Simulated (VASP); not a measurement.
# Sb2W (P-3m1) in VASP: a series of runs

Runs on Sb2W. Level: PBE. Tasks: single point.

All numbers are computed with VASP 6.6.1; they aren't measurements. Logs are shortened: lines on timing, memory, paths and dates and some standing lists are left out, and cuts for length are marked.

### Step 1. The cell of the first run

Symmetry: P-3m1, No. 164, trigonal system. The conventional cell has a = 3.440 Å, b = 3.440 Å, c = 6.440 Å, α = 90.00°, β = 90.00°, γ = 120.00°. Within 3.6 Å of W (site symmetry -3m) lie 6 Sb at 2.74 Å and 6 W at 3.44 Å. Sb (site symmetry 3m) has 3 W at 2.74 Å and 9 Sb at 3.31 to 3.44 Å within 3.6 Å.

### Step 2. Single point, PBE (22.00 Å³/atom)

File INCAR:

```
SYSTEM = Sb2W
ALGO = Normal
EDIFF = 1E-6
ENCUT = 500
GGA = PE
GGA_COMPAT = .FALSE.
ISIF = 2
ISMEAR = 0
LASPH = .TRUE.
LCHARG = .FALSE.
LREAL = .FALSE.
LWAVE = .FALSE.
NBANDS = 29
NELM = 120
PREC = Accurate
SIGMA = 0.05
```

File KPOINTS:

```
k-points
0
G
  12 12 6
  0 0 0
```

File POSCAR:

```
Sb2W
1.0
    3.4400341040      0.0000000000      0.0000000000
   -1.7200170520      2.9791569239      0.0000000000
    0.0000000000      0.0000000000      6.4402097526
W Sb
1 2
Direct
    0.0000000000      0.0000000000      0.0000000000
    0.3333333333      0.6666666667      0.2940724329
    0.6666666667      0.3333333333      0.7059275671
```

Potentials or basis: VASP PAW PBE potentials, release 64 (W_sv, Sb_d_GW).

Command:

```
cat potpaw_PBE.64/W_sv/POTCAR potpaw_PBE.64/Sb_d_GW/POTCAR > POTCAR
mpirun -np 1 vasp_std > vasp.out
```

OUTCAR:

```text
SYSTEM = Sb2W
   EDIFF = 1E-6
   ENCUT = 500
   GGA = PE
   ISIF = 2
   ISMEAR = 0
   LASPH = .TRUE.
   LREAL = .FALSE.
   NELM = 120
   PREC = Accurate

 ion  position               nearest neighbor table
   1  0.000  0.000  0.000-   2 2.74   3 2.74   2 2.74   3 2.74   3 2.74   2 2.74
   2  0.333  0.667  0.294-   1 2.74   1 2.74   1 2.74   3 3.31   3 3.31   3 3.31
   3  0.667  0.333  0.706-   1 2.74   1 2.74   1 2.74   2 3.31   2 3.31   2 3.31

  LATTYP: Found a hexagonal cell.
 ALAT       =     3.4400341040
 C/A-ratio  =     1.8721354376

  Lattice vectors:

 A1 = (   3.4400341040,   0.0000000000,   0.0000000000)
 A2 = (  -1.7200170520,   2.9791569239,   0.0000000000)
 A3 = (   0.0000000000,   0.0000000000,   6.4402097526)

Analysis of symmetry for initial positions (statically):
=====================================================================
 Subroutine PRICEL returns:
 Original cell was already a primitive cell.

 Routine SETGRP: Setting up the symmetry group for a
 hexagonal supercell.

 Subroutine GETGRP returns: Found 12 space group operations
 (whereof 12 operations were pure point group operations)
 out of a pool of 24 trial point group operations.

The static configuration has the point symmetry D_3d.

Analysis of symmetry for dynamics (positions and initial velocities):
=====================================================================
 Subroutine PRICEL returns:
 Original cell was already a primitive cell.

 Routine SETGRP: Setting up the symmetry group for a
 hexagonal supercell.

 Subroutine GETGRP returns: Found 12 space group operations
 (whereof 12 operations were pure point group operations)
 out of a pool of 24 trial point group operations.

The dynamic configuration has the point symmetry D_3d.

 Subroutine INISYM returns: Found 12 space group operations
 (whereof 12 operations are pure point group operations),
 and found     1 'primitive' translations

----------------------------------------------------------------------------------------

                                     Primitive cell

  volume of cell :      66.0019

  direct lattice vectors                    reciprocal lattice vectors
     3.440034104  0.000000000  0.000000000     0.290694792  0.167832717  0.000000000
    -1.720017052  2.979156924  0.000000000     0.000000000  0.335665433  0.000000000
     0.000000000  0.000000000  6.440209753     0.000000000  0.000000000  0.155274446

  length of vectors
     3.440034104  3.440034104  6.440209753     0.335665433  0.335665433  0.155274446

  position of ions in fractional coordinates (direct lattice)
     0.000000000  0.000000000  0.000000000
     0.333333333  0.666666667  0.294072433
     0.666666667  0.333333333  0.705927567

  ion indices of the primitive-cell ions
   primitive index   ion index
                 1           1
                 2           2
                 3           3

----------------------------------------------------------------------------------------

 KPOINTS: k-points

Automatic generation of k-mesh.
 Grid dimensions read from file:
 generate k-points for:   12   12    6

 Generating k-lattice:

  Cartesian coordinates                     Fractional coordinates (reciprocal lattice)
     0.024224566  0.013986060  0.000000000     0.083333333  0.000000000  0.000000000
     0.000000000  0.027972119  0.000000000     0.000000000  0.083333333  0.000000000
     0.000000000  0.000000000  0.025879074     0.000000000  0.000000000  0.166666667

  Length of vectors
     0.027972119  0.027972119  0.025879074

  Shift w.r.t. Gamma in fractional coordinates (k-lattice)
     0.000000000  0.000000000  0.000000000

 Subroutine IBZKPT returns following result:
 ===========================================

 Found    100 irreducible k-points:

 Following reciprocal coordinates:
            Coordinates               Weight
  0.000000  0.000000  0.000000      1.000000
  0.083333  0.000000  0.000000      6.000000
  0.166667 -0.000000  0.000000      6.000000
  0.250000  0.000000  0.000000      6.000000
  0.333333 -0.000000  0.000000      6.000000
  0.416667  0.000000  0.000000      6.000000
[... 16 lines left out ...]
  0.166667 -0.000000  0.166667      6.000000
  0.000000  0.166667  0.166667      6.000000
 [... further k-points ...]
   k-points           NKPTS =    100   k-points in BZ     NKDIM =    100   number of bands    NBANDS=     29
   number of dos      NEDOS =    301   number of ions     NIONS =      3
   total plane-waves  NPLWV =  37632
   dimension x,y,z NGX =    28 NGY =   28 NGZ =   48
   dimension x,y,z NGXF=    56 NGYF=   56 NGZF=   96
   ions per type =               1   2
   NGX,Y,Z   is equivalent  to a cutoff of  13.53, 13.53, 12.39 a.u.
   NGXF,Y,Z  is equivalent  to a cutoff of  27.06, 27.06, 24.78 a.u.
 SYSTEM =  Sb2W
   PREC   = accura    normal or accurate (medium, high low for compatibility)
   ISTART =      0    job   : 0-new  1-cont  2-samecut
   ICHARG =      2    charge: 1-file 2-atom 10-const
   ISPIN  =      1    spin polarized calculation?
   LNONCOLLINEAR =      F non collinear calculations
   LSORBIT =      F    spin-orbit coupling
   LASPH  =      T    aspherical Exc in radial PAW
   ENCUT  =  500.0 eV  36.75 Ry    6.06 a.u.   6.27  6.27 11.74*2*pi/ulx,y,z
   NELM   =    120;   NELMIN=  2; NELMDL= -5     # of ELM steps
   EDIFF  = 0.1E-05   stopping-criterion for ELM
   LREAL  =      F    real-space projection
   EDIFFG = 0.1E-04   stopping-criterion for IOM
   NSW    =      0    number of steps for IOM
   IBRION =     -1    ionic relax: 0-MD 1-quasi-New 2-CG
   NFREE  =      0    steps in history (QN), initial steepest desc. (CG)
   ISIF   =      2    stress and relaxation
   ISYM   =      2    0-nonsym 1-usesym 2-fastsym
   POTIM  = 0.5000    time-step for ionic-motion
   TEBEG  =    0.0;   TEEND  =   0.0 temperature during run
   PSTRESS=    0.0 pullay stress
   NELECT =      44.0000    total number of electrons
   NUPDOWN=      -1.0000    fix difference up-down
   EMIN   =  10.00;   EMAX   =-10.00  energy-range for DOS
   EFERMI =   0.00;   METHOD = LEGACY
   ISMEAR =     0;   SIGMA  =   0.05  broadening in eV -4-tet -1-fermi 0-gaus
   EFERMI_NEDOS =   21; number of points for ismear=-14 and -15
   IALGO  =     38    algorithm
   IMIX   =      4    mixing-type and parameters
     AMIX     =   0.40;   BMIX     =  1.00
     AMIX_MAG =   1.60;   BMIX_MAG =  1.00
  volume/ion in A,a.u.               =      22.00       148.47
  Fermi-wavevector in a.u.,A,eV,Ry     =   1.430124  2.702542 27.827377  2.045254
  Thomas-Fermi vector in A             =   2.550003
   LORBIT       =      0    0 simple, 1 ext, 2 COOP (PROOUT), +10 PAW based schemes
   GGA     = PE    functional components
   LHFCALC =     F    Hartree Fock is set to
   AEXX    =    0.0000 exact exchange contribution
   IVDW    =     0    specifies the selected vdW correction
   LEPSILON=     F    determine dielectric tensor
   LRPA    =     F    only Hartree local field effects (RPA)
 non-spin polarized calculation
 Gauss-broadening in eV      SIGMA  =   0.05
  energy-cutoff  :      500.00
  volume of cell :       66.00
 maximum number of plane-waves:      1692
 NGX is ok and might be reduce to    28
   NGX = 13   NGY = 13   NGZ = 23

 number of electron      44.0000000 magnetization

 Free energy of the ion-electron system (eV)
  ---------------------------------------------------
  ext. energy  EPLUGINS =         0.00000000
  ---------------------------------------------------
  free energy    TOTEN  =       -20.08035441 eV

  energy without entropy =      -20.07885269  energy(sigma->0) =      -20.07960355

 E-fermi :   7.9309     XC(G=0): -11.5833

 val. band max:        7.9290600299   @ k =   0.0000   0.0000   0.1667
 cond. band min:       7.9316386666   @ k =   0.0000   0.0000   0.0000
 fundamental gap:      0.0025786367
 Fermi energy:         7.9309047211

 k-point     1 :       0.0000    0.0000    0.0000
  band No.  band energies     occupation
      1     -66.0519      2.00000
      2     -30.2616      2.00000
      3     -30.2616      2.00000
      4     -30.2473      2.00000
      5     -21.0619      2.00000
      6     -21.0619      2.00000
[... 21 lines left out ...]
     28      14.8546      0.00000
     29      15.5438      0.00000

 k-point     2 :       0.0833    0.0000    0.0000
  band No.  band energies     occupation
      1     -66.0515      2.00000
      2     -30.2707      2.00000
      3     -30.2639      2.00000
      4     -30.2462      2.00000
      5     -21.0610      2.00000
      6     -21.0584      2.00000
[... 21 lines left out ...]
     28      15.4254      0.00000
     29      15.7374      0.00000

 k-point     3 :       0.1667   -0.0000    0.0000
  band No.  band energies     occupation
      1     -66.0506      2.00000
      2     -30.2956      2.00000
      3     -30.2702      2.00000
      4     -30.2432      2.00000
      5     -21.0596      2.00000
      6     -21.0512      2.00000
[... 21 lines left out ...]
     28      14.7586      0.00000
     29      16.0432      0.00000

 k-point     4 :       0.2500    0.0000    0.0000
  band No.  band energies     occupation
      1     -66.0493      2.00000
      2     -30.3294      2.00000
      3     -30.2787      2.00000
      4     -30.2391      2.00000
      5     -21.0620      2.00000
      6     -21.0515      2.00000
[... 21 lines left out ...]
     28      14.0403      0.00000
     29      14.9773      0.00000

 k-point     5 :       0.3333   -0.0000    0.0000
  band No.  band energies     occupation
      1     -66.0481      2.00000
      2     -30.3630      2.00000
      3     -30.2873      2.00000
      4     -30.2350      2.00000
      5     -21.0685      2.00000
      6     -21.0497      2.00000
[... 21 lines left out ...]
     28      14.0879      0.00000
     29      14.7033      0.00000
[... 510 lines left out ...]
     28      15.4535      0.00000
     29      16.2345      0.00000

 k-point    22 :       0.0000    0.0833    0.1667
  band No.  band energies     occupation
      1     -66.0515      2.00000
      2     -30.2707      2.00000
      3     -30.2639      2.00000
      4     -30.2462      2.00000
      5     -21.0587      2.00000
      6     -21.0582      2.00000
[... 21 lines left out ...]
     28      15.4816      0.00000
     29      15.7163      0.00000

 k-point    23 :       0.1667   -0.0000    0.1667
  band No.  band energies     occupation
      1     -66.0506      2.00000
      2     -30.2956      2.00000
      3     -30.2702      2.00000
      4     -30.2432      2.00000
      5     -21.0608      2.00000
      6     -21.0509      2.00000
[... 21 lines left out ...]
     28      15.3175      0.00000
     29      16.0115      0.00000

 k-point    24 :       0.0000    0.1667    0.1667
  band No.  band energies     occupation
      1     -66.0506      2.00000
      2     -30.2956      2.00000
      3     -30.2702      2.00000
      4     -30.2432      2.00000
      5     -21.0581      2.00000
      6     -21.0520      2.00000
[... 21 lines left out ...]
     28      14.2952      0.00000
     29      15.3362      0.00000

 [... further k-points ...]

------------------------ aborting loop because EDIFF is reached ----------------------------------------

  FORCE on cell =-STRESS in cart. coord.  units (eV):
  Direction    XX          YY          ZZ          XY          YZ          ZX
  --------------------------------------------------------------------------------------
  -------------------------------------------------------------------------------------
  Total        1.5882959      1.5882959      1.5924449      0.0000000      0.0000000      0.0000000
  in kB       38.5554577     38.5554577     38.6561721      0.0000000      0.0000000      0.0000000
  external PRESSURE =      38.5890292 kB  Pullay stress =       0.0000000 kB

 VOLUME and BASIS-vectors are now :
 -----------------------------------------------------------------------------
  energy-cutoff  :      500.00
  volume of cell :       66.00
      direct lattice vectors                 reciprocal lattice vectors
     3.440034104  0.000000000  0.000000000     0.290694792  0.167832717  0.000000000
    -1.720017052  2.979156924  0.000000000     0.000000000  0.335665433  0.000000000
     0.000000000  0.000000000  6.440209753     0.000000000  0.000000000  0.155274446

 POSITION                                       TOTAL-FORCE (eV/Angst)
 -----------------------------------------------------------------------------------
      0.00000      0.00000      0.00000         0.000000      0.000000      0.000000
     -0.00000      1.98610      1.89389         0.000000      0.000000      0.009740
      1.72002      0.99305      4.54632        -0.000000      0.000000     -0.009740
 -----------------------------------------------------------------------------------
    total drift:                               -0.000000      0.000000      0.000000

  FREE ENERGIE OF THE ION-ELECTRON SYSTEM (eV)
  ---------------------------------------------------
  free  energy   TOTEN  =       -20.0803544150 eV

  energy  without entropy=      -20.0788526919  energy(sigma->0) =      -20.07960355
```

It took 4.1 min on 1 thread of Intel Xeon Platinum 8488C (Sapphire Rapids), shared host; peak memory 0.33 GiB.

What came out:

* Free energy: -20.0804 eV
* Pressure: 3.9 GPa
* Largest force: 0.010 eV/Å
* Band gap on the k mesh: zero (bands 22 and 23 overlap by 0.66 eV)

Forces in eV/Å, atoms in the order of the input:
```
W    0.000  0.000  0.000
Sb   0.000  0.000  0.010
Sb   0.000  0.000 -0.010
```

Caveat: the cell stands under pressure; spin-orbit coupling is left out, which moves the levels of the heavy elements.

### Step 3. Single point, PBE

This run uses another cell than the first one, of 23.28 Å³/atom.

File INCAR:

```
SYSTEM = Sb2W
PREC = Accurate
ENCUT = 520
EDIFF = 1E-7
ISMEAR = 0
SIGMA = 0.05
LREAL = .False.
LASPH = .True.
NELM = 80
ALGO = Normal
ISIF = 2
LWAVE = .False.
LCHARG = .False.
GGA = PE
NBANDS = 19
ISYM = 0
```

File KPOINTS:

```
Automatic mesh
0
Gamma
  12 12 6
  0 0 0
```

File POSCAR:

```
Sb2W
1.0
    3.4649380352      0.0000000000      0.0000000000
   -1.7324690176      3.0007243611      0.0000000000
    0.0000000000      0.0000000000      6.7174239015
W Sb
1 2
Direct
    0.0000000000      0.0000000000      0.0000000000
    0.3333333333      0.6666666667      0.2847523219
    0.6666666667      0.3333333333      0.7152476781
```

Potentials or basis: VASP PAW PBE potentials, release 64 (W_sv, Sb).

Command:

```
cat potpaw_PBE.64/W_sv/POTCAR potpaw_PBE.64/Sb/POTCAR > POTCAR
mpirun -np 1 vasp_std > vasp.out
```

OUTCAR:

```text
SYSTEM = Sb2W
   PREC = Accurate
   ENCUT = 520
   EDIFF = 1E-7
   ISMEAR = 0
   LREAL = .False.
   LASPH = .True.
   NELM = 80
   ISIF = 2
   GGA = PE
   ISYM = 0

 ion  position               nearest neighbor table
   1  0.000  0.000  0.000-   2 2.77   3 2.77   3 2.77   2 2.77   3 2.77   2 2.77
   2  0.333  0.667  0.285-   1 2.77   1 2.77   1 2.77   3 3.52   3 3.52   3 3.52
   3  0.667  0.333  0.715-   1 2.77   1 2.77   1 2.77   2 3.52   2 3.52   2 3.52

IMPORTANT INFORMATION: All symmetrisations will be switched off!
[... 687 lines left out ...]
  Direction    XX          YY          ZZ          XY          YZ          ZX
  --------------------------------------------------------------------------------------
  -------------------------------------------------------------------------------------
  Total       -0.0064189     -0.0064193     -0.0527135     -0.0000004      0.0000001     -0.0000001
  in kB       -0.1472469     -0.1472574     -1.2092273     -0.0000098      0.0000027     -0.0000028
  external PRESSURE =      -0.5012439 kB  Pullay stress =       0.0000000 kB

 VOLUME and BASIS-vectors are now :
 -----------------------------------------------------------------------------
  energy-cutoff  :      520.00
  volume of cell :       69.84
      direct lattice vectors                 reciprocal lattice vectors
     3.464938035  0.000000000  0.000000000     0.288605450  0.166626434  0.000000000
    -1.732469018  3.000724361  0.000000000     0.000000000  0.333252868  0.000000000
     0.000000000  0.000000000  6.717423902     0.000000000  0.000000000  0.148866592

 POSITION                                       TOTAL-FORCE (eV/Angst)
 -----------------------------------------------------------------------------------
      0.00000      0.00000      0.00000        -0.000000      0.000000     -0.000000
     -0.00000      2.00048      1.91280         0.000000     -0.000000      0.009886
      1.73247      1.00024      4.80462         0.000000     -0.000000     -0.009886
 -----------------------------------------------------------------------------------
    total drift:                               -0.000000     -0.000000     -0.000000

  FREE ENERGIE OF THE ION-ELECTRON SYSTEM (eV)
  ---------------------------------------------------
  free  energy   TOTEN  =       -20.1040543448 eV

  energy  without entropy=      -20.1023548095  energy(sigma->0) =      -20.10320458
```

OSZICAR:

```text
N       E                     dE             d eps       ncg     rms          rms(c)
DAV:   1     0.160865767070E+03    0.16087E+03   -0.10805E+04 16792   0.117E+03
DAV:   2    -0.138983313583E+02   -0.17476E+03   -0.17180E+03 20750   0.303E+02
DAV:   3    -0.206089122564E+02   -0.67106E+01   -0.66140E+01 20238   0.568E+01
DAV:   4    -0.207056278275E+02   -0.96716E-01   -0.96544E-01 20669   0.773E+00
DAV:   5    -0.207073351726E+02   -0.17073E-02   -0.17073E-02 20540   0.991E-01    0.154E+01
DAV:   6    -0.202908889588E+02    0.41645E+00   -0.26247E+00 18389   0.980E+00    0.494E+00
DAV:   7    -0.201998045060E+02    0.91084E-01   -0.16490E+00 17895   0.537E+00    0.371E+00
DAV:   8    -0.201041878243E+02    0.95617E-01   -0.39142E-01 17724   0.346E+00    0.816E-01
DAV:   9    -0.201046993777E+02   -0.51155E-03   -0.27046E-02 18906   0.942E-01    0.562E-01
DAV:  10    -0.201040488949E+02    0.65048E-03   -0.30063E-03 18052   0.418E-01    0.153E-01
DAV:  11    -0.201040652398E+02   -0.16345E-04   -0.11931E-04 19689   0.731E-02    0.944E-02
DAV:  12    -0.201040539299E+02    0.11310E-04   -0.47895E-05 18277   0.442E-02    0.222E-02
DAV:  13    -0.201040547043E+02   -0.77440E-06   -0.39664E-06 18711   0.131E-02    0.570E-03
DAV:  14    -0.201040542897E+02    0.41464E-06   -0.72232E-07 19224   0.502E-03    0.300E-03
DAV:  15    -0.201040543448E+02   -0.55102E-07   -0.11710E-07  9709   0.256E-03
   1 F= -.20104054E+02 E0= -.20103205E+02  d E =-.169954E-02
```

It took 12 min on 1 thread of Intel Xeon Platinum 8259CL at 2.50GHz (Skylake/Cascade Lake), shared host; peak memory 0.64 GiB.

What came out:

```
Free energy            : -20.1041 eV
Pressure               : -0.1 GPa
Largest force          : 0.010 eV/Å
Band gap on the k mesh : zero (bands 12 and 13 overlap by 0.31 eV)
```

Forces on the atoms (eV/Å):
```
W    0.000  0.000  0.000
Sb   0.000  0.000  0.010
Sb   0.000  0.000 -0.010
```

Levels at points of the mesh, in eV from the Fermi level:
```csv
k point,band 9,band 10,band 11,band 12,band 13,band 14,band 15,band 16
"(0.00, 0.00, 0.00)",-1.52,-1.29,0.04,0.04,1.32,3.97,3.97,5.20
"(0.50, 0.00, 0.00)",-3.17,-2.26,-1.64,-0.66,0.56,1.72,1.76,2.81
"(0.00, 0.50, 0.00)",-3.17,-2.26,-1.64,-0.66,0.56,1.72,1.76,2.81
"(0.50, 0.50, 0.00)",-3.17,-2.26,-1.64,-0.66,0.56,1.72,1.76,2.81
"(0.00, 0.00, 0.50)",-1.49,-1.49,0.03,0.03,0.75,3.42,3.42,6.11
"(0.50, 0.00, 0.50)",-3.15,-1.86,-1.80,0.08,1.50,1.76,2.39,3.58
"(0.00, 0.50, 0.50)",-3.15,-1.86,-1.80,0.08,1.50,1.76,2.39,3.58
"(0.50, 0.50, 0.50)",-3.15,-1.86,-1.80,0.08,1.50,1.76,2.39,3.58
```

Caveat: spin-orbit coupling is left out, which moves the levels of the heavy elements.

The gap in the log of VASP goes by the Fermi energy; the results here count the filled bands.